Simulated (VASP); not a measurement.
# Ga7As8Pd (F-43m) in VASP: single point with PBEsol+U

Aim: the single point of Ga7As8Pd with PBEsol+U.

All numbers are computed with VASP 6.6.1; they aren't measurements. Logs are shortened: lines on timing, memory, paths and dates and some standing lists are left out, and cuts for length are marked.

### 1 The cell of the first run

The structure is cubic, space group F-43m (No. 216). The conventional cell has a = 11.307 Å, b = 11.307 Å, c = 11.307 Å, α = 90.00°, β = 90.00°, γ = 90.00°. Within 3.2 Å of Pd (site symmetry -43m) lie 4 As at 2.41 Å. Ga (site symmetry 2mm) has 4 As at 2.45 to 2.46 Å within 3.2 Å. Within 3.2 Å of Ga (site symmetry -43m) lie 4 As at 2.45 Å. Within 3.2 Å of As (site symmetry 3m) lie 1 Pd at 2.41 Å and 3 Ga at 2.46 Å. Within 3.2 Å of As (site symmetry 3m) lie 4 Ga at 2.45 Å.

### 2 Single point, PBEsol+U, collinear spin

The input, INCAR:

```
SYSTEM = Ga7As8Pd
  ALGO = Normal
  EDIFF = 1E-6
  ENCUT = 520
  GGA = PS
  ISIF = 2
  ISMEAR = 0
  ISPIN = 2
  LASPH = .True.
  LCHARG = .False.
  LDAU = .True.
  LDAUJ = 0 0 0
  LDAUL = 2 -1 -1
  LDAUPRINT = 1
  LDAUTYPE = 2
  LDAUU = 2 0 0
  LMAXMIX = 4
  LORBIT = 11
  LREAL = Auto
  LWAVE = .False.
  MAGMOM = 3 0 0 0 0 0 0 0 0 0 0 0 0 0 0 0
  NBANDS = 88
  NELM = 150
  PREC = Accurate
  SIGMA = 0.05
```

The input, KPOINTS:

```
k-points
0
Gamma
  3 3 3
  0 0 0
```

The input, POSCAR:

```
Ga7As8Pd
1.0
    0.0000000000      5.6537000000      5.6537000000
    5.6537000000      0.0000000000      5.6537000000
    5.6537000000      5.6537000000      0.0000000000
Pd Ga As
1 7 8
Direct
    0.0000000000      0.0000000000      0.0000000000
    0.0005118108      0.0005118108      0.4994881892
    0.0005118108      0.4994881892      0.0005118108
    0.0005118108      0.4994881892      0.4994881892
    0.4994881892      0.0005118108      0.0005118108
    0.4994881892      0.0005118108      0.4994881892
    0.4994881892      0.4994881892      0.0005118108
    0.5000000000      0.5000000000      0.5000000000
    0.1232025839      0.1232025839      0.1232025839
    0.1232025839      0.1232025839      0.6303922483
    0.1232025839      0.6303922483      0.1232025839
    0.1247390305      0.6250869898      0.6250869898
    0.6303922483      0.1232025839      0.1232025839
    0.6250869898      0.1247390305      0.6250869898
    0.6250869898      0.6250869898      0.1247390305
    0.6250869898      0.6250869898      0.6250869898
```

Potentials or basis: VASP PAW PBE potentials, release 64 (Pd, Ga_d, As).

The run is started by

```
$ cat potpaw_PBE.64/Pd/POTCAR potpaw_PBE.64/Ga_d/POTCAR potpaw_PBE.64/As/POTCAR > POTCAR
$ mpirun -np 1 vasp_std > vasp.out
```

OUTCAR:

```text
SYSTEM = Ga7As8Pd
   EDIFF = 1E-6
   ENCUT = 520
   GGA = PS
   ISIF = 2
   ISMEAR = 0
   ISPIN = 2
   LASPH = .True.
   LORBIT = 11
   LREAL = Auto
   NELM = 150
   PREC = Accurate

 ion  position               nearest neighbor table
   1  0.000  0.000  0.000-  10 2.41  11 2.41  13 2.41   9 2.41
   2  0.001  0.001  0.499-  12 2.45  14 2.45   9 2.46  10 2.46
   3  0.001  0.499  0.001-  15 2.45  12 2.45   9 2.46  11 2.46
   4  0.001  0.499  0.499-  12 2.45  16 2.45  10 2.46  11 2.46
   5  0.499  0.001  0.001-  15 2.45  14 2.45   9 2.46  13 2.46
   6  0.499  0.001  0.499-  14 2.45  16 2.45  10 2.46  13 2.46
[... 8 lines left out ...]
  15  0.625  0.625  0.125-   8 2.45   7 2.45   3 2.45   5 2.45
  16  0.625  0.625  0.625-   8 2.45   6 2.45   7 2.45   4 2.45

  LATTYP: Found a face centered cubic cell.
 ALAT       =    11.3074000000

  Lattice vectors:

 A1 = (   0.0000000000,   5.6537000000,   5.6537000000)
 A2 = (   5.6537000000,   0.0000000000,   5.6537000000)
 A3 = (   5.6537000000,   5.6537000000,   0.0000000000)

Analysis of symmetry for initial positions (statically):
=====================================================================
 Subroutine PRICEL returns:
 Original cell was already a primitive cell.

 Routine SETGRP: Setting up the symmetry group for a
 face centered cubic supercell.

 Subroutine GETGRP returns: Found 24 space group operations
 (whereof 24 operations were pure point group operations)
 out of a pool of 48 trial point group operations.

The static configuration has the point symmetry T_d .

Analysis of symmetry for dynamics (positions and initial velocities):
=====================================================================
 Subroutine PRICEL returns:
 Original cell was already a primitive cell.

 Routine SETGRP: Setting up the symmetry group for a
 face centered cubic supercell.

 Subroutine GETGRP returns: Found 24 space group operations
 (whereof 24 operations were pure point group operations)
 out of a pool of 48 trial point group operations.

The dynamic configuration has the point symmetry T_d .

Analysis of structural, dynamic, and magnetic symmetry:
=====================================================================
 Subroutine PRICEL returns:
 Original cell was already a primitive cell.

 Routine SETGRP: Setting up the symmetry group for a
 face centered cubic supercell.

 Subroutine GETGRP returns: Found 24 space group operations
 (whereof 24 operations were pure point group operations)
 out of a pool of 48 trial point group operations.

The overall configuration has the point symmetry T_d .

 Subroutine INISYM returns: Found 24 space group operations
 (whereof 24 operations are pure point group operations),
 and found     1 'primitive' translations

----------------------------------------------------------------------------------------

                                     Primitive cell

  volume of cell :     361.4334

  direct lattice vectors                    reciprocal lattice vectors
     0.000000000  5.653700000  5.653700000    -0.088437660  0.088437660  0.088437660
     5.653700000  0.000000000  5.653700000     0.088437660 -0.088437660  0.088437660
     5.653700000  5.653700000  0.000000000     0.088437660  0.088437660 -0.088437660

  length of vectors
     7.995539218  7.995539218  7.995539218     0.153178521  0.153178521  0.153178521

  position of ions in fractional coordinates (direct lattice)
     0.000000000  0.000000000  0.000000000
     0.000511811  0.000511811  0.499488189
     0.000511811  0.499488189  0.000511811
     0.000511811  0.499488189  0.499488189
     0.499488189  0.000511811  0.000511811
     0.499488189  0.000511811  0.499488189
[... 8 lines left out ...]
     0.625086990  0.625086990  0.124739031
     0.625086990  0.625086990  0.625086990

  ion indices of the primitive-cell ions
[... 98 lines left out ...]
   LHFCALC =     F    Hartree Fock is set to
   AEXX    =    0.0000 exact exchange contribution
   IVDW    =     0    specifies the selected vdW correction
   LEPSILON=     F    determine dielectric tensor
   LRPA    =     F    only Hartree local field effects (RPA)
 spin polarized calculation
 Gauss-broadening in eV      SIGMA  =   0.05
  energy-cutoff  :      520.00
  volume of cell :      361.43
 maximum number of plane-waves:      9735
   NGX = 29   NGY = 29   NGZ = 29

 number of electron     140.9999965 magnetization       0.0688962

atom =   1  type =  1  l = 2

 onsite density matrix

spin component  1

  0.8530  0.0000 -0.0000  0.0000 -0.0000
  0.0000  0.8530  0.0000  0.0000  0.0000
 -0.0000  0.0000  0.9190  0.0000 -0.0000
  0.0000  0.0000  0.0000  0.8530 -0.0000
 -0.0000  0.0000 -0.0000 -0.0000  0.9190

spin component  2

  0.8532  0.0000 -0.0000  0.0000 -0.0000
  0.0000  0.8532  0.0000  0.0000  0.0000
 -0.0000  0.0000  0.9189  0.0000 -0.0000
  0.0000  0.0000  0.0000  0.8532 -0.0000
 -0.0000  0.0000 -0.0000 -0.0000  0.9189

 occupancies and eigenvectors

  o =  0.8530  v =  0.0000 -0.6174  0.0000 -0.7867 -0.0000  0.0000  0.0000  0.0000  0.0000  0.0000      0.0000  0.0000  0.0000  0.0000  0.0000  0.0000  0.0000  0.0000  0.0000  0.0000
  o =  0.8530  v =  1.0000  0.0000  0.0000  0.0000  0.0000  0.0000  0.0000  0.0000  0.0000  0.0000      0.0000  0.0000  0.0000  0.0000  0.0000  0.0000  0.0000  0.0000  0.0000  0.0000
  o =  0.8530  v =  0.0000  0.7867 -0.0000 -0.6174 -0.0000  0.0000  0.0000  0.0000  0.0000  0.0000      0.0000  0.0000  0.0000  0.0000  0.0000  0.0000  0.0000  0.0000  0.0000  0.0000
  o =  0.8532  v =  0.0000  0.0000  0.0000  0.0000  0.0000  1.0000  0.0000  0.0000  0.0000  0.0000      0.0000  0.0000  0.0000  0.0000  0.0000  0.0000  0.0000  0.0000  0.0000  0.0000
  o =  0.8532  v =  0.0000  0.0000  0.0000  0.0000  0.0000  0.0000 -0.7498  0.0000 -0.6616  0.0000      0.0000  0.0000  0.0000  0.0000  0.0000  0.0000  0.0000  0.0000  0.0000  0.0000
  o =  0.8532  v =  0.0000  0.0000  0.0000  0.0000  0.0000  0.0000  0.6616 -0.0000 -0.7498 -0.0000      0.0000  0.0000  0.0000  0.0000  0.0000  0.0000  0.0000  0.0000  0.0000  0.0000
  o =  0.9189  v =  0.0000  0.0000  0.0000  0.0000  0.0000  0.0000 -0.0000 -1.0000 -0.0000 -0.0001      0.0000  0.0000  0.0000  0.0000  0.0000  0.0000  0.0000  0.0000  0.0000  0.0000
  o =  0.9189  v =  0.0000  0.0000  0.0000  0.0000  0.0000  0.0000  0.0000 -0.0001 -0.0000  1.0000      0.0000  0.0000  0.0000  0.0000  0.0000  0.0000  0.0000  0.0000  0.0000  0.0000
  o =  0.9190  v =  0.0000 -0.0000 -1.0000 -0.0000 -0.0001  0.0000  0.0000  0.0000  0.0000  0.0000      0.0000  0.0000  0.0000  0.0000  0.0000  0.0000  0.0000  0.0000  0.0000  0.0000
  o =  0.9190  v =  0.0000  0.0000 -0.0001 -0.0000  1.0000  0.0000  0.0000  0.0000  0.0000  0.0000      0.0000  0.0000  0.0000  0.0000  0.0000  0.0000  0.0000  0.0000  0.0000  0.0000

 number of electron     140.9999965 magnetization      -0.0029611

 Free energy of the ion-electron system (eV)
  ---------------------------------------------------
  ext. energy  EPLUGINS =         0.00000000
  ---------------------------------------------------
  free energy    TOTEN  =       -73.16865762 eV

  energy without entropy =      -73.15964296  energy(sigma->0) =      -73.16415029

 E-fermi :   4.0763     XC(G=0):  -9.8299

 val. band max:        3.3443340087   @ k =   0.0000   0.0000   0.0000
 cond. band min:       4.1047541254   @ k =   0.3333   0.3333   0.0000
 fundamental gap:      0.7604201167
 Fermi energy:         4.0762959213

 spin component 1

 k-point     1 :       0.0000    0.0000    0.0000
  band No.  band energies     occupation
      1     -11.0087      1.00000
      2     -11.0087      1.00000
      3     -11.0087      1.00000
      4     -10.9842      1.00000
      5     -10.9597      1.00000
      6     -10.9597      1.00000
[... 329 lines left out ...]
     81       7.7429      0.00000
     82       7.8059      0.00000
 Fermi energy:         4.0762959213

 spin component 2

 k-point     1 :       0.0000    0.0000    0.0000
  band No.  band energies     occupation
      1     -11.0087      1.00000
      2     -11.0087      1.00000
      3     -11.0087      1.00000
      4     -10.9842      1.00000
      5     -10.9597      1.00000
      6     -10.9597      1.00000
[... 329 lines left out ...]
     81       7.7429      0.00000
     82       7.8057      0.00000
 [bands above 82 left out]

------------------------ aborting loop because EDIFF is reached ----------------------------------------

  FORCE on cell =-STRESS in cart. coord.  units (eV):
  Direction    XX          YY          ZZ          XY          YZ          ZX
  --------------------------------------------------------------------------------------
  -------------------------------------------------------------------------------------
  Total       -0.7967087     -0.7967087     -0.7967087      0.0000000     -0.0000000     -0.0000000
  in kB       -3.5316843     -3.5316843     -3.5316843      0.0000000     -0.0000000     -0.0000000
  external PRESSURE =      -3.5316843 kB  Pullay stress =       0.0000000 kB

 VOLUME and BASIS-vectors are now :
 -----------------------------------------------------------------------------
  energy-cutoff  :      520.00
  volume of cell :      361.43
      direct lattice vectors                 reciprocal lattice vectors
     0.000000000  5.653700000  5.653700000    -0.088437660  0.088437660  0.088437660
     5.653700000  0.000000000  5.653700000     0.088437660 -0.088437660  0.088437660
     5.653700000  5.653700000  0.000000000     0.088437660  0.088437660 -0.088437660

 POSITION                                       TOTAL-FORCE (eV/Angst)
 -----------------------------------------------------------------------------------
      0.00000      0.00000      0.00000        -0.000000     -0.000000     -0.000000
      2.82685      2.82685      0.00579        -0.000000     -0.000000     -0.005013
      2.82685      0.00579      2.82685        -0.000000     -0.005013     -0.000000
      5.64791      2.82685      2.82685         0.005013     -0.000000     -0.000000
      0.00579      2.82685      2.82685        -0.005013     -0.000000     -0.000000
      2.82685      5.64791      2.82685        -0.000000      0.005013     -0.000000
[... 8 lines left out ...]
      4.23929      4.23929      7.06811         0.001765      0.001765     -0.001765
      7.06811      7.06811      7.06811        -0.001765     -0.001765     -0.001765
 -----------------------------------------------------------------------------------
    total drift:                                0.000001      0.000001      0.000001

  FREE ENERGIE OF THE ION-ELECTRON SYSTEM (eV)
  ---------------------------------------------------
  free  energy   TOTEN  =       -73.1686576210 eV

  energy  without entropy=      -73.1596429601  energy(sigma->0) =      -73.16415029

 total charge

# of ion       s       p       d       tot
------------------------------------------
    1        0.520   0.504   8.745   9.769
    2        0.896   0.790   9.990  11.676
    3        0.896   0.790   9.990  11.676
    4        0.896   0.790   9.990  11.676
    5        0.896   0.790   9.990  11.676
    6        0.896   0.790   9.990  11.676
[... 8 lines left out ...]
   15        1.213   1.585   0.031   2.828
   16        1.213   1.585   0.031   2.828
--------------------------------------------------
tot         16.561  18.413  78.979 113.953

 magnetization (x)

# of ion       s       p       d       tot
------------------------------------------
    1        0.000  -0.000  -0.000  -0.001
    2        0.000  -0.000  -0.000  -0.000
    3        0.000  -0.000  -0.000  -0.000
    4        0.000  -0.000  -0.000  -0.000
    5        0.000  -0.000  -0.000  -0.000
    6        0.000  -0.000  -0.000  -0.000
[... 8 lines left out ...]
   15        0.000   0.000   0.000   0.000
   16        0.000   0.000   0.000   0.000
--------------------------------------------------
tot          0.000  -0.001  -0.000  -0.001
```

Wall time 4.9 min (1 thread of Intel Xeon Platinum 8488C (Sapphire Rapids), shared host); peak memory 0.73 GiB.

Results:

```yaml
Free_energy: -73.1687 eV
Pressure: -0.4 GPa
Largest_force: 0.169 eV/Å
Net_moment: 0.00 μB per cell
Valence_electrons_inside_the_program's_atomic_spheres: Pd 9.77; Ga 11.68; As 2.79, 2.83 (each value once)
```

Forces in eV/Å, atoms in the order of the input:
```
Pd   0.000  0.000  0.000
Ga   0.000  0.000 -0.005
Ga   0.000 -0.005  0.000
Ga   0.005  0.000  0.000
Ga  -0.005  0.000  0.000
Ga   0.000  0.005  0.000
Ga   0.000  0.000  0.005
Ga   0.000  0.000  0.000
As  -0.097 -0.097 -0.097
As   0.097  0.097 -0.097
As   0.097 -0.097  0.097
As  -0.002  0.002  0.002
As  -0.097  0.097  0.097
As   0.002 -0.002  0.002
As   0.002  0.002 -0.002
As  -0.002 -0.002 -0.002
```

Eigenvalues of the final occupation matrices:
```tsv
site	spin	trace	eigenvalues
site 1 d	1	4.40	0.85 0.85 0.85 0.92 0.92
site 1 d	2	4.40	0.85 0.85 0.85 0.92 0.92
```

Caveat: the PAW data sets were made with another functional, which shifts forces and pressure a little; the U is typed as a test and isn't derived for this compound.
